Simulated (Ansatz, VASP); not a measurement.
# Two plane-wave programs on Ge

File INCAR:

```
SYSTEM = Ge
PREC = Accurate ; ENCUT = 520
EDIFF = 1E-6 ; ISMEAR = 0
SIGMA = 0.15 ; LREAL = .False.
LASPH = .True. ; NELM = 60
ALGO = Normal ; ISIF = 2
LWAVE = .False. ; LCHARG = .False.
GGA = PE ; NBANDS = 21
```

File KPOINTS:

```
Automatic mesh
0
Gamma
  14 14 14
  0 0 0
```

Contents of POSCAR:

```
Ge
1.0
    0.0000000000      2.7580507500      2.8287700000
    2.7580507500      0.0000000000      2.8287700000
    2.7580507500      2.7580507500      0.0000000000
Ge
2
Direct
    0.5000000000      0.5000000000      0.5000000000
    0.7500000000      0.7500000000      0.7500000000
```

Input for Ansatz:

```yaml
crystal:
  lattice:
    - [0.0, 2.75805075, 2.82877]
    - [2.75805075, 0.0, 2.82877]
    - [2.75805075, 2.75805075, 0.0]
  atoms:
    - { symbol: Ge, position: [0.5, 0.5, 0.5] }
    - { symbol: Ge, position: [0.75, 0.75, 0.75] }
basis:
  ecutwfc: 420
kpoints:
  mp_grid: { grid: [14, 14, 14] }
hamiltonian:
  xc: pbe
scf:
  occupations: { method: gaussian, width: 0.15 }
output:
  forces: true
  stress: true
  eigenvalues: true
```

Change from the starting cell: strain -0.025 along x and y, +0.000 along z, atoms carried along.

Alike in both runs: task single point; functional PBE; k mesh 14 × 14 × 14; occupations gaussian, width 0.15 eV; no spin polarisation.

|  | VASP | Ansatz |
| --- | --- | --- |
| version | VASP 6.6.1 | Ansatz 0.2.0 |
| potentials or method | VASP PAW PBE potentials, release 64 (Ge_d), cutoff 520 eV | scalar-relativistic, plane waves, PAW |
| valence electrons in the cell | 28 | 28 |

```csv
,VASP,Ansatz,Ansatz less VASP
gap on the k mesh at the Fermi level (eV),0.26,0.26,-0.005
least direct gap on the mesh (eV),0.43,0.42,-0.007
pressure (GPa),7.9,8.0,+0.06
"traceless stress, the component that is largest in VASP (GPa)",-1.30,-1.30,+0.008
```

The functional is the same, so the differences come from potentials, cutoffs and numerics.
